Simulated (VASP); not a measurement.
# H2 in VASP: single point with PBE+D3(BJ)

Aim: the single point of H2 with PBE+D3(BJ).

All numbers are computed with VASP 6.6.1; they aren't measurements. Logs are shortened: lines on timing, memory, paths and dates and some standing lists are left out, and cuts for length are marked.

### 1 The cell of the first run

The cell holds a molecule in a box, 2 atoms: a = 5.773 Å, b = 9.148 Å, c = 23.833 Å, α = 90.00°, β = 90.00°, γ = 90.00°.

### 2 Single point, PBE+D3(BJ)

File INCAR:

```
SYSTEM = H
PREC = Accurate
ENCUT = 520
EDIFF = 1E-7
ISMEAR = 0
SIGMA = 0.1
LREAL = .False.
LASPH = .True.
NELM = 100
ALGO = Normal
ISIF = 2
LWAVE = .False.
LCHARG = .False.
LDIPOL = .True.
IDIPOL = 3
DIPOL = 0.5 0.5 0.654
GGA = PE
IVDW = 12
NBANDS = 8
```

File KPOINTS:

```
regular mesh
0
Gamma
  3 2 1
  0 0 0
```

File POSCAR:

```
H
1.0
    5.7729299510      0.0000000000      0.0000000000
    0.0000000000      9.1481646307      0.0000000000
    0.0000000000      0.0000000000     23.8327546571
H
2
Direct
    0.3197364242      0.1240546582      0.6543748864
    0.1731478589      0.1241818301      0.6540338320
```

Potentials or basis: VASP PAW PBE potentials, release 64 (H).

On the command line:

```bash
$ cat potpaw_PBE.64/H/POTCAR > POTCAR
$ mpirun -np 1 vasp_std > vasp.out
```

OUTCAR:

```text
SYSTEM = H
   PREC = Accurate
   ENCUT = 520
   EDIFF = 1E-7
   ISMEAR = 0
   LREAL = .False.
   LASPH = .True.
   NELM = 100
   ISIF = 2
   GGA = PE
   IVDW = 12
 IVDW          = 12

 ion  position               nearest neighbor table
   1  0.320  0.124  0.654-   2 0.85
   2  0.173  0.124  0.654-   1 0.85

  LATTYP: Found a simple orthorhombic cell.
 ALAT       =     5.7729299510
 B/A-ratio  =     1.5846657951
 C/A-ratio  =     4.1283637355

  Lattice vectors:

 A1 = (   5.7729299510,   0.0000000000,   0.0000000000)
 A2 = (   0.0000000000,   9.1481646307,   0.0000000000)
 A3 = (   0.0000000000,   0.0000000000,  23.8327546571)

Analysis of symmetry for initial positions (statically):
=====================================================================
 Subroutine PRICEL returns:
 Original cell was already a primitive cell.

 Routine SETGRP: Setting up the symmetry group for a
 simple orthorhombic supercell.

 Subroutine GETGRP returns: Found  2 space group operations
 (whereof  1 operations were pure point group operations)
 out of a pool of  8 trial point group operations.

The static configuration has the point symmetry C_1 .
 The point group associated with its full space group is S_2 .

Analysis of symmetry for dynamics (positions and initial velocities):
=====================================================================
 Subroutine PRICEL returns:
 Original cell was already a primitive cell.

 Routine SETGRP: Setting up the symmetry group for a
 simple orthorhombic supercell.

 Subroutine GETGRP returns: Found  2 space group operations
 (whereof  1 operations were pure point group operations)
 out of a pool of  8 trial point group operations.

The dynamic configuration has the point symmetry C_1 .
 The point group associated with its full space group is S_2 .

 Subroutine INISYM returns: Found  2 space group operations
 (whereof  1 operations are pure point group operations),
 and found     1 'primitive' translations

----------------------------------------------------------------------------------------

                                     Primitive cell

  volume of cell :    1258.6486

  direct lattice vectors                    reciprocal lattice vectors
[... 73 lines left out ...]
   ISYM   =      2    0-nonsym 1-usesym 2-fastsym
   POTIM  = 0.5000    time-step for ionic-motion
   TEBEG  =    0.0;   TEEND  =   0.0 temperature during run
   PSTRESS=    0.0 pullay stress
   NELECT =       2.0000    total number of electrons
   NUPDOWN=      -1.0000    fix difference up-down
   EMIN   =  10.00;   EMAX   =-10.00  energy-range for DOS
   EFERMI =   0.00;   METHOD = LEGACY
   ISMEAR =     0;   SIGMA  =   0.10  broadening in eV -4-tet -1-fermi 0-gaus
   EFERMI_NEDOS =   21; number of points for ismear=-14 and -15
   IALGO  =     38    algorithm
   IMIX   =      4    mixing-type and parameters
     AMIX     =   0.40;   BMIX     =  1.00
     AMIX_MAG =   1.60;   BMIX_MAG =  1.00
  volume/ion in A,a.u.               =     629.32      4246.89
  Fermi-wavevector in a.u.,A,eV,Ry     =   0.191037  0.361007  0.496545  0.036495
  Thomas-Fermi vector in A             =   0.931992
   LORBIT       =      0    0 simple, 1 ext, 2 COOP (PROOUT), +10 PAW based schemes
   GGA     = PE    functional components
   LHFCALC =     F    Hartree Fock is set to
   AEXX    =    0.0000 exact exchange contribution
   IVDW    =    12    specifies the selected vdW correction
   LEPSILON=     F    determine dielectric tensor
   LRPA    =     F    only Hartree local field effects (RPA)
 non-spin polarized calculation
 Gauss-broadening in eV      SIGMA  =   0.10
  energy-cutoff  :      520.00
  volume of cell :     1258.65
 maximum number of plane-waves:     33966
 NGX is ok and might be reduce to    48
   NGX = 21   NGY = 35   NGZ = 89

 dipolmoment           0.000000      0.000000      0.000000 electrons x Angstroem

 number of electron       2.0000001 magnetization

 dipolmoment           0.000000      0.000000     -0.000000 electrons x Angstroem

 Free energy of the ion-electron system (eV)
  ---------------------------------------------------
  ext. energy  EPLUGINS =         0.00000000
  ---------------------------------------------------
  free energy    TOTEN  =        -6.64080053 eV

  energy without entropy =       -6.64080053  energy(sigma->0) =       -6.64080053

 E-fermi :  -9.4325     XC(G=0):  -0.3028

 val. band max:       -9.9028554741   @ k =   0.3333   0.5000   0.0000
 cond. band min:      -0.4006073566   @ k =   0.3333   0.0000   0.0000
 fundamental gap:      9.5022481176
 Fermi energy:        -9.4324911682

 k-point     1 :       0.0000    0.0000    0.0000
  band No.  band energies     occupation
      1      -9.9114      2.00000
      2      -0.2031      0.00000
      3       0.0973      0.00000
      4       0.1562      0.00000
      5       0.7382      0.00000
      6       0.7950      0.00000
      7       0.8833      0.00000
      8       0.9651      0.00000
[... 23 lines left out ...]
 k-point     4 :       0.3333    0.5000    0.0000
  band No.  band energies     occupation
      1      -9.9029      2.00000
      2      -0.3402      0.00000
      3       0.5932      0.00000
      4       0.8717      0.00000
      5       0.9744      0.00000
      6       1.0801      0.00000
      7       1.1936      0.00000
      8       1.2907      0.00000

------------------------ aborting loop because EDIFF is reached ----------------------------------------

 vacuum level on the upper side and lower side of the slab       (xc-potential included)        -0.057        -0.034

 Edisp (eV)   -0.00392

 E8    (eV) :    -0.0008

  FORCE on cell =-STRESS in cart. coord.  units (eV):
  Direction    XX          YY          ZZ          XY          YZ          ZX
  --------------------------------------------------------------------------------------
  -------------------------------------------------------------------------------------
  Total      -2.09381    -0.02511    -0.02499     0.00285     0.00003    -0.01984
  in kB      -2.66528    -0.03197    -0.03181     0.00363     0.00003    -0.02526
  external pressure =       -0.91 kB  Pullay stress =        0.00 kB

 VOLUME and BASIS-vectors are now :
 -----------------------------------------------------------------------------
  energy-cutoff  :      520.00
  volume of cell :     1258.65
      direct lattice vectors                 reciprocal lattice vectors
     5.772929951  0.000000000  0.000000000     0.173222265  0.000000000  0.000000000
     0.000000000  9.148164631  0.000000000     0.000000000  0.109311544  0.000000000
     0.000000000  0.000000000 23.832754657     0.000000000  0.000000000  0.041959061

 POSITION                                       TOTAL-FORCE (eV/Angst)
 -----------------------------------------------------------------------------------
      1.84582      1.13487     15.59556        -2.442915      0.003363     -0.023458
      0.99957      1.13604     15.58743         2.442915     -0.003363      0.023458
 -----------------------------------------------------------------------------------
    total drift:                               -0.000002      0.000004     -0.000000

  FREE ENERGIE OF THE ION-ELECTRON SYSTEM (eV)
  ---------------------------------------------------
  free  energy   TOTEN  =        -6.6447230935 eV

  energy  without entropy=       -6.6447230934  energy(sigma->0) =       -6.64472309

 vacuum level on the upper side and lower side of the slab        -0.006        -0.002
```

stdout:

```text
POSCAR found type information on POSCAR H
 POSCAR found :  1 types and       2 ions
 scaLAPACK will be used
 LDA part: xc-table for (Slater+PW92), standard interpolation
 POSCAR, INCAR and KPOINTS ok, starting setup
 FFT: planning ... GRIDC
 FFT: planning ... GRID_SOFT
 FFT: planning ... GRID
 WAVECAR not read
 entering main loop
```

It used 240 s of CPU time on 1 thread of AMD EPYC 7R13 Processor (Zen 3), with other jobs on the host.

What came out:

```yaml
Free_energy: -6.6447 eV
Largest_force: 2.443 eV/Å
Gap_between_the_frontier_levels: 9.50 eV, direct
Dispersion_energy_per_atom: -0.002 eV
```

Forces in eV/Å, atoms in the order of the input:
```
H   -2.443  0.003 -0.023
H    2.443 -0.003  0.023
```

Levels at points of the mesh, in eV from the valence-band top:
```tsv
k point	band 1	band 2	band 3	band 4
(0.00, 0.00, 0.00)	-0.01	9.70	10.00	10.06
(0.00, 0.50, 0.00)	-0.01	10.01	10.08	10.30
```
